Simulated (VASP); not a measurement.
# Zn8HS8 (a cell with a defect) in VASP: a series of runs

Runs on Zn8HS8 (a cell with a defect). Level: PBE. Tasks: single point.

Program: VASP 6.6.1. These are calculated values, not measurements. Logs are shortened: lines on timing, memory, paths and dates and some standing lists are left out, and cuts for length are marked.

## 1. The cell of the first run

The cell holds a defect, 17 atoms: a = 7.697 Å, b = 7.697 Å, c = 7.697 Å, α = 60.00°, β = 60.00°, γ = 60.00°.

## 2. Single point, PBE

Input file INCAR:

```
SYSTEM = Zn8HS8
PREC = Accurate
ENCUT = 520
EDIFF = 1E-6
ISMEAR = 0
SIGMA = 0.02
LREAL = Auto
LASPH = .True.
NELM = 80
ALGO = Normal
ISIF = 2
LWAVE = .False.
LCHARG = .False.
GGA = PE
NELECT = 146.0
NBANDS = 86
```

Input file KPOINTS:

```
regular mesh
0
Gamma
  2 2 2
  0 0 0
```

Input file POSCAR:

```
Zn8HS8
1.0
    0.0000000000      5.4423087484     -5.4423087484
    5.4423087484      5.4423087484      0.0000000000
    5.4423087484      0.0000000000     -5.4423087484
Zn S H
8 8 1
Direct
    0.5243553117      0.4923133956     -0.0061921331
    0.4896598343      0.0077529596     -0.0026622892
    1.0098465108      0.5199027896      0.0154466613
    1.0343038700     -0.1181173340      0.0400591018
    0.4955441936      0.4960680521      0.5013003904
    0.4926398196      0.0072847760      0.4986857831
    0.9873880275      0.4920006607      0.5314258403
    0.9899717655      0.0082617510      0.4959999744
    0.3689578436      0.3780293613      0.3753589872
    0.3676635400      0.8776469180      0.3746410934
    0.8638905320      0.3751837859      0.3912591326
    0.8623902496      0.8711714493      0.3928279520
    0.3855451054      0.3748162029      0.8697059867
    0.3869391829      0.8714710464      0.8684449410
    0.8923827597      0.3577512027      0.8991113379
    0.8549933889      0.8921864276      0.8613353664
    1.1123131340      0.6175683254      1.1172128927
```

Potentials or basis: VASP PAW PBE potentials, release 64 (Zn, S, H).

Run with:

```sh
cat potpaw_PBE.64/Zn/POTCAR potpaw_PBE.64/S/POTCAR potpaw_PBE.64/H/POTCAR > POTCAR
mpirun -np 1 vasp_std > vasp.out
```

OUTCAR:

```text
SYSTEM = Zn8HS8
   PREC = Accurate
   ENCUT = 520
   EDIFF = 1E-6
   ISMEAR = 0
   LREAL = Auto
   LASPH = .True.
   NELM = 80
   ISIF = 2
   GGA = PE
   NELECT = 146.0

 ion  position               nearest neighbor table
   1  0.524  0.492  0.994-  15 2.32  14 2.38  13 2.39   9 2.41
   2  0.490  0.008  0.997-  16 2.30  13 2.31  14 2.32  10 2.37
   3  0.010  0.520  0.015-  17 1.90  16 2.37  13 2.38  11 2.38  15 2.50   4 2.99
   4  0.034  0.882  0.040-  17 1.67  14 2.33  12 2.33  16 2.34   3 2.99
   5  0.496  0.496  0.501-  11 2.32  13 2.32   9 2.33  10 2.40
   6  0.493  0.007  0.499-  12 2.33  14 2.33   9 2.33  10 2.38
   7  0.987  0.492  0.531-  15 2.32  12 2.38  11 2.39   9 2.41
   8  0.990  0.008  0.496-  16 2.30  11 2.31  12 2.32  10 2.37
   9  0.369  0.378  0.375-   5 2.33   6 2.33   1 2.41   7 2.41
  10  0.368  0.878  0.375-   2 2.37   8 2.37   6 2.38   5 2.40
  11  0.864  0.375  0.391-   8 2.31   5 2.32   3 2.38   7 2.39
  12  0.862  0.871  0.393-   8 2.32   6 2.33   4 2.33   7 2.38
  13  0.386  0.375  0.870-   2 2.31   5 2.32   3 2.38   1 2.39
  14  0.387  0.871  0.868-   2 2.32   6 2.33   4 2.33   1 2.38
  15  0.892  0.358  0.899-   7 2.32   1 2.32   3 2.50
  16  0.855  0.892  0.861-   8 2.30   2 2.30   4 2.34   3 2.37
  17  0.112  0.618  0.117-   4 1.67   3 1.90

  LATTYP: Found a face centered cubic cell.
 ALAT       =    10.8846174968

  Lattice vectors:

 A1 = (   0.0000000000,   5.4423087484,  -5.4423087484)
 A2 = (   5.4423087484,   5.4423087484,   0.0000000000)
 A3 = (   5.4423087484,   0.0000000000,  -5.4423087484)

Analysis of symmetry for initial positions (statically):
=====================================================================
 Subroutine PRICEL returns:
 Original cell was already a primitive cell.

 Routine SETGRP: Setting up the symmetry group for a
 face centered cubic supercell.

 Subroutine GETGRP returns: Found  1 space group operations
 (whereof  1 operations were pure point group operations)
 out of a pool of 48 trial point group operations.

The static configuration has the point symmetry C_1 .

Analysis of symmetry for dynamics (positions and initial velocities):
=====================================================================
 Subroutine PRICEL returns:
 Original cell was already a primitive cell.

 Routine SETGRP: Setting up the symmetry group for a
 face centered cubic supercell.

 Subroutine GETGRP returns: Found  1 space group operations
 (whereof  1 operations were pure point group operations)
 out of a pool of 48 trial point group operations.

The dynamic configuration has the point symmetry C_1 .

 Subroutine INISYM returns: Found  1 space group operations
 (whereof  1 operations are pure point group operations),
 and found     1 'primitive' translations

----------------------------------------------------------------------------------------

                                     Primitive cell

  volume of cell :     322.3885

  direct lattice vectors                    reciprocal lattice vectors
     0.000000000  5.442308748 -5.442308748    -0.091872774  0.091872774 -0.091872774
     5.442308748  5.442308748  0.000000000     0.091872774  0.091872774  0.091872774
     5.442308748  0.000000000 -5.442308748     0.091872774 -0.091872774 -0.091872774

  length of vectors
     7.696586843  7.696586843  7.696586843     0.159128312  0.159128312  0.159128312

  position of ions in fractional coordinates (direct lattice)
     0.524355312  0.492313396  0.993807867
     0.489659834  0.007752960  0.997337711
     0.009846511  0.519902790  0.015446661
     0.034303870  0.881882666  0.040059102
     0.495544194  0.496068052  0.501300390
     0.492639820  0.007284776  0.498685783
[... 9 lines left out ...]
     0.854993389  0.892186428  0.861335366
     0.112313134  0.617568325  0.117212893

  ion indices of the primitive-cell ions
   primitive index   ion index
                 1           1
                 2           2
                 3           3
                 4           4
                 5           5
                 6           6
[... 9 lines left out ...]
                16          16
                17          17

----------------------------------------------------------------------------------------

 KPOINTS: regular mesh

Automatic generation of k-mesh.
 Grid dimensions read from file:
 generate k-points for:    2    2    2

 Generating k-lattice:

  Cartesian coordinates                     Fractional coordinates (reciprocal lattice)
    -0.045936387  0.045936387 -0.045936387     0.500000000  0.000000000  0.000000000
     0.045936387  0.045936387  0.045936387     0.000000000  0.500000000  0.000000000
     0.045936387 -0.045936387 -0.045936387     0.000000000  0.000000000  0.500000000

  Length of vectors
     0.079564156  0.079564156  0.079564156

  Shift w.r.t. Gamma in fractional coordinates (k-lattice)
     0.000000000  0.000000000  0.000000000

 Subroutine IBZKPT returns following result:
 ===========================================

 Found      8 irreducible k-points:

 Following reciprocal coordinates:
            Coordinates               Weight
  0.000000  0.000000  0.000000      1.000000
  0.500000  0.000000  0.000000      1.000000
  0.000000  0.500000  0.000000      1.000000
  0.000000  0.000000  0.500000      1.000000
  0.500000  0.500000  0.500000      1.000000
  0.500000  0.500000  0.000000      1.000000
  0.000000  0.500000  0.500000      1.000000
  0.500000  0.000000  0.500000      1.000000
   k-points           NKPTS =      8   k-points in BZ     NKDIM =      8   number of bands    NBANDS=     86
   number of dos      NEDOS =    301   number of ions     NIONS =     17
   total plane-waves  NPLWV = 216000
   dimension x,y,z NGX =    60 NGY =   60 NGZ =   60
   dimension x,y,z NGXF=   120 NGYF=  120 NGZF=  120
   ions per type =               8   8   1
   NGX,Y,Z   is equivalent  to a cutoff of  12.96, 12.96, 12.96 a.u.
   NGXF,Y,Z  is equivalent  to a cutoff of  25.92, 25.92, 25.92 a.u.
 SYSTEM =  Zn8HS8
   PREC   = accura    normal or accurate (medium, high low for compatibility)
   ISTART =      0    job   : 0-new  1-cont  2-samecut
   ICHARG =      2    charge: 1-file 2-atom 10-const
   ISPIN  =      1    spin polarized calculation?
   LNONCOLLINEAR =      F non collinear calculations
   LSORBIT =      F    spin-orbit coupling
   LASPH  =      T    aspherical Exc in radial PAW
   ENCUT  =  520.0 eV  38.22 Ry    6.18 a.u.  14.31 14.31 14.31*2*pi/ulx,y,z
   NELM   =     80;   NELMIN=  2; NELMDL= -5     # of ELM steps
   EDIFF  = 0.1E-05   stopping-criterion for ELM
   LREAL  =      T    real-space projection
   EDIFFG = 0.1E-04   stopping-criterion for IOM
   NSW    =      0    number of steps for IOM
   IBRION =     -1    ionic relax: 0-MD 1-quasi-New 2-CG
   NFREE  =      0    steps in history (QN), initial steepest desc. (CG)
   ISIF   =      2    stress and relaxation
   ISYM   =      2    0-nonsym 1-usesym 2-fastsym
   POTIM  = 0.5000    time-step for ionic-motion
   TEBEG  =    0.0;   TEEND  =   0.0 temperature during run
   PSTRESS=    0.0 pullay stress
   NELECT =     146.0000    total number of electrons
   NUPDOWN=      -1.0000    fix difference up-down
   EMIN   =  10.00;   EMAX   =-10.00  energy-range for DOS
   EFERMI =   0.00;   METHOD = LEGACY
   ISMEAR =     0;   SIGMA  =   0.02  broadening in eV -4-tet -1-fermi 0-gaus
   EFERMI_NEDOS =   21; number of points for ismear=-14 and -15
   IALGO  =     38    algorithm
   IMIX   =      4    mixing-type and parameters
     AMIX     =   0.40;   BMIX     =  1.00
     AMIX_MAG =   1.60;   BMIX_MAG =  1.00
  volume/ion in A,a.u.               =      18.96       127.98
  Fermi-wavevector in a.u.,A,eV,Ry     =   1.257185  2.375736 21.504209  1.580515
  Thomas-Fermi vector in A             =   2.390857
   LORBIT       =      0    0 simple, 1 ext, 2 COOP (PROOUT), +10 PAW based schemes
   GGA     = PE    functional components
   LHFCALC =     F    Hartree Fock is set to
   AEXX    =    0.0000 exact exchange contribution
   IVDW    =     0    specifies the selected vdW correction
   LEPSILON=     F    determine dielectric tensor
   LRPA    =     F    only Hartree local field effects (RPA)
 non-spin polarized calculation
 Gauss-broadening in eV      SIGMA  =   0.02
  energy-cutoff  :      520.00
  volume of cell :      322.39
 maximum number of plane-waves:      8694
 NGX is ok and might be reduce to    60
   NGX = 29   NGY = 29   NGZ = 29

 number of electron     146.0000015 magnetization

 Free energy of the ion-electron system (eV)
  ---------------------------------------------------
  ext. energy  EPLUGINS =         0.00000000
  ---------------------------------------------------
  free energy    TOTEN  =       -52.58186879 eV

  energy without entropy =      -52.58186879  energy(sigma->0) =      -52.58186879

 E-fermi :   3.0536     XC(G=0):  -9.6504

 val. band max:        2.9474534789   @ k =   0.0000   0.5000   0.5000
 cond. band min:       4.1961454480   @ k =   0.0000   0.0000   0.0000
 fundamental gap:      1.2486919691
 Fermi energy:         3.0535813167

 k-point     1 :       0.0000    0.0000    0.0000
  band No.  band energies     occupation
      1     -11.1108      2.00000
      2     -10.2348      2.00000
      3     -10.2234      2.00000
      4     -10.2006      2.00000
      5     -10.1677      2.00000
      6      -9.9087      2.00000
[... 77 lines left out ...]
     84       7.8935      0.00000
     85       8.1408      0.00000

 k-point     2 :       0.5000    0.0000    0.0000
  band No.  band energies     occupation
      1     -10.7704      2.00000
      2     -10.6192      2.00000
      3     -10.1680      2.00000
      4     -10.1262      2.00000
      5     -10.0975      2.00000
      6     -10.0396      2.00000
[... 517 lines left out ...]
     84       7.9592      0.00000
     85       8.0897      0.00000

 k-point     8 :       0.5000    0.0000    0.5000
  band No.  band energies     occupation
      1     -10.6292      2.00000
      2     -10.5456      2.00000
      3     -10.2563      2.00000
      4     -10.2473      2.00000
      5     -10.2317      2.00000
      6     -10.0695      2.00000
[... 77 lines left out ...]
     84       7.8859      0.00000
     85       8.0467      0.00000
 [bands above 85 left out]

------------------------ aborting loop because EDIFF is reached ----------------------------------------

  FORCE on cell =-STRESS in cart. coord.  units (eV):
  Direction    XX          YY          ZZ          XY          YZ          ZX
  --------------------------------------------------------------------------------------
  -------------------------------------------------------------------------------------
  Total       12.2463868     12.2420829     12.1100724     -1.4535065      0.5993864      0.5846035
  in kB       60.8609924     60.8396035     60.1835497     -7.2235059      2.9787766      2.9053101
  external PRESSURE =      60.6280485 kB  Pullay stress =       0.0000000 kB

 VOLUME and BASIS-vectors are now :
 -----------------------------------------------------------------------------
  energy-cutoff  :      520.00
  volume of cell :      322.39
      direct lattice vectors                 reciprocal lattice vectors
     0.000000000  5.442308748 -5.442308748    -0.091872774  0.091872774 -0.091872774
     5.442308748  5.442308748  0.000000000     0.091872774  0.091872774  0.091872774
     5.442308748  0.000000000 -5.442308748     0.091872774 -0.091872774 -0.091872774

 POSITION                                       TOTAL-FORCE (eV/Angst)
 -----------------------------------------------------------------------------------
      8.08793      5.53302     -8.26231        -0.012904      0.015738     -0.011506
      5.47001      2.70707     -8.09270         0.002174      0.006461      0.009336
      2.91354      2.88306     -0.13765        -0.015114     -0.017837      0.020533
      5.01749      4.98617     -0.40471         0.013998      0.011217      0.016749
      5.42799      5.39666     -5.42514        -0.002202     -0.005412      0.000909
      2.75365      2.72074     -5.39510         0.003882      0.002101      0.004160
[... 9 lines left out ...]
      9.54321      9.50869     -9.34079         0.001992      0.000004     -0.003615
      3.99891      3.97224     -1.24915         0.003499     -0.003552     -0.017501
 -----------------------------------------------------------------------------------
    total drift:                               -0.000273     -0.005250      0.000076

  FREE ENERGIE OF THE ION-ELECTRON SYSTEM (eV)
  ---------------------------------------------------
  free  energy   TOTEN  =       -52.5818687902 eV

  energy  without entropy=      -52.5818687902  energy(sigma->0) =      -52.58186879
```

Run time: 16 min. Hardware: 1 thread of Intel Xeon 8259CL, shared host; peak memory 0.56 GiB.

Results:

```
Free energy   : -52.5819 eV
Largest force : 0.031 eV/Å
```

Forces on the atoms (eV/Å):
```
Zn  -0.013  0.016 -0.012
Zn   0.002  0.006  0.009
Zn  -0.015 -0.018  0.021
Zn   0.014  0.011  0.017
Zn  -0.002 -0.005  0.001
Zn   0.004  0.002  0.004
Zn   0.010 -0.008 -0.006
Zn  -0.001  0.007  0.001
S    0.000  0.000  0.006
S   -0.003  0.001  0.002
S    0.003  0.001 -0.003
S   -0.005  0.000  0.002
S    0.001  0.000 -0.005
S   -0.001 -0.006  0.002
S    0.001 -0.001 -0.017
S    0.002  0.000 -0.004
H    0.003 -0.004 -0.018
```

Levels at points of the mesh, in eV from the Fermi level:
| k point | band 71 | band 72 | band 73 | band 74 | band 75 | band 76 |
| --- | --- | --- | --- | --- | --- | --- |
| (0.00, 0.00, 0.00) | -1.12 | -1.07 | -0.94 | 1.14 | 2.01 | 2.03 |
| (0.50, 0.00, 0.00) | -1.52 | -1.14 | -0.45 | 2.12 | 2.54 | 3.01 |
| (0.00, 0.50, 0.00) | -1.45 | -1.43 | -0.49 | 2.15 | 2.42 | 2.98 |
| (0.00, 0.00, 0.50) | -1.52 | -1.14 | -0.45 | 2.12 | 2.55 | 3.01 |
| (0.50, 0.50, 0.50) | -1.53 | -1.29 | -0.56 | 2.19 | 2.46 | 2.97 |
| (0.50, 0.50, 0.00) | -1.80 | -1.62 | -0.11 | 3.23 | 3.26 | 3.29 |
| (0.00, 0.50, 0.50) | -1.79 | -1.62 | -0.11 | 3.23 | 3.26 | 3.29 |
| (0.50, 0.00, 0.50) | -1.84 | -1.39 | -0.20 | 3.21 | 3.29 | 3.31 |

Caveat: the k points lie up to 0.50 Å⁻¹ apart; the cell carries a net charge on a neutralising background, which shifts energy and pressure; the cell is charged against a uniform background, so pressure and absolute levels hang on convention.

## 3. Single point, PBE

Input file INCAR:

```
PREC = Accurate
ENCUT = 520
EDIFF = 1E-7
ISMEAR = 0
SIGMA = 0.02
LREAL = Auto
LASPH = T
NELM = 100
ALGO = Normal
ISIF = 2
LWAVE = F
LCHARG = F
GGA = PE
NBANDS = 86
NELECT = 146.0
```

Input file KPOINTS:

```
regular mesh
0
Gamma
  2 2 2
```

Input file POSCAR:

```
Zn8HS8
1.0
    0.0000000000      5.4423087484     -5.4423087484
    5.4423087484      5.4423087484      0.0000000000
    5.4423087484      0.0000000000     -5.4423087484
Zn S H
8 8 1
Direct
    0.4966501120      0.5056405461     -0.0348711340
    0.5508809321     -0.1047902243      0.0113802720
    0.9619307319      0.5332299406     -0.0132322509
    1.0123762012      0.0210800651     -0.0313412157
    0.4963120933      0.5053278209      0.5027470027
    0.5085163092      0.0206118994      0.4700068551
    1.0142139569      0.5093952177      0.4726214407
    1.0128931828      0.0215889089      0.4673209787
    0.3847803892      0.3913565950      0.3466800176
    0.3807369169      0.8844986476      0.3641490394
    0.8767931739      0.3885109614      0.3625801347
    0.8871750698      0.8909741048      0.3459621463
    0.3578812630      0.3710783643      0.8704324141
    0.3802713328      0.8847982486      0.8397660544
    0.8770593515      0.3881433380      0.8410271032
    0.8986115140      0.9055135432      0.8326564273
    0.6600322530      0.6308954263      1.0885340007
```

Potentials or basis: VASP PAW PBE potentials, release 64 (Zn, S, H).

Run with:

```sh
cat potpaw_PBE.64/Zn/POTCAR potpaw_PBE.64/S/POTCAR potpaw_PBE.64/H/POTCAR > POTCAR
mpirun -np 1 vasp_std > vasp.out
```

Wall time 19 min (1 thread of Intel Xeon 8259CL, shared host); peak memory 0.56 GiB.

Results (log left out):

```
Free energy   : -52.5817 eV
Largest force : 0.030 eV/Å
```

Forces in eV/Å, atoms in the order of the input:
```
Zn  -0.011 -0.011  0.015
Zn   0.013  0.017  0.012
Zn  -0.014  0.020 -0.018
Zn   0.002  0.010  0.007
Zn   0.010 -0.006 -0.008
Zn   0.003  0.004  0.001
Zn  -0.001 -0.001 -0.007
Zn   0.000  0.001  0.007
S   -0.001  0.007  0.001
S   -0.005  0.001 -0.002
S    0.003 -0.002  0.002
S   -0.003  0.002  0.001
S   -0.001 -0.019 -0.001
S    0.000  0.001 -0.009
S    0.000 -0.005 -0.001
S    0.001 -0.003  0.002
H    0.003 -0.018 -0.004
```

Levels at points of the mesh, in eV from the Fermi level:
```tsv
k point	band 69	band 70	band 71	band 72	band 73	band 74	band 75	band 76	band 77	band 78
(0.00, 0.00, 0.00)	-1.69	-1.50	-1.12	-1.07	-0.94	1.14	2.01	2.03	2.11	2.22
(0.50, 0.00, 0.00)	-1.61	-1.60	-1.53	-1.29	-0.56	2.19	2.46	2.97	3.17	3.20
(0.00, 0.50, 0.00)	-1.61	-1.60	-1.45	-1.43	-0.49	2.15	2.42	2.98	3.13	3.17
(0.00, 0.00, 0.50)	-1.68	-1.66	-1.52	-1.14	-0.45	2.12	2.55	3.01	3.03	3.05
(0.50, 0.50, 0.50)	-1.68	-1.66	-1.52	-1.14	-0.45	2.12	2.54	3.01	3.03	3.05
(0.50, 0.50, 0.00)	-2.09	-1.96	-1.84	-1.39	-0.20	3.21	3.29	3.31	3.43	3.54
(0.00, 0.50, 0.50)	-2.09	-1.92	-1.79	-1.62	-0.11	3.23	3.26	3.29	3.41	3.51
(0.50, 0.00, 0.50)	-2.09	-1.92	-1.80	-1.62	-0.11	3.23	3.26	3.29	3.41	3.51
```

Caveat: the k points lie up to 0.50 Å⁻¹ apart; the cell carries a net charge on a neutralising background, which shifts energy and pressure; the cell is charged against a uniform background, so pressure and absolute levels hang on convention.
